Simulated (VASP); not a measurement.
Here is a VASP 6.6.1 calculation.

The input INCAR:

```
SYSTEM = Si2F
PREC     = Accurate       ! precision mode
ENCUT    = 520            ! plane-wave cutoff, eV
EDIFF    = 1E-6           ! SCF threshold, eV
ISMEAR   = 0              ! smearing method
SIGMA    = 0.1            ! smearing width, eV
LREAL    = .False.        ! projectors in reciprocal space
LASPH    = .True.         ! aspherical terms in the spheres
NELM     = 60             ! most SCF steps
ALGO     = Normal         ! electronic algorithm
ISIF     = 2              ! what is computed and relaxed
LWAVE    = .False.        ! write WAVECAR
LCHARG   = .False.        ! write CHGCAR
GGA      = PE             ! functional
NBANDS   = 14             ! bands
```

The input KPOINTS:

```
regular mesh
0
Gamma
  12 12 16
  0 0 0
```

File POSCAR:

```
Si2F
1.0
    4.1552560905      0.0000000000      0.0000000000
   -2.0776280452      3.5985573336      0.0000000000
    0.0000000000      0.0000000000      2.7901004649
Si F
2 1
Direct
    0.3333333333      0.6666666667      0.5000000000
    0.6666666667      0.3333333333      0.5000000000
    0.0000000000      0.0000000000      0.0000000000
```

Potentials or basis: VASP PAW PBE potentials, release 64 (Si, F).

The run is started by

```bash
$ cat potpaw_PBE.64/Si/POTCAR potpaw_PBE.64/F/POTCAR > POTCAR
$ mpirun -np 1 vasp_std > vasp.out
```

(1) Predict the pressure.

Results:

(1) -0.2 GPa.

Caveat: an odd number of electrons without spin polarisation forces a metal; a magnetic or distorted state may lie lower.
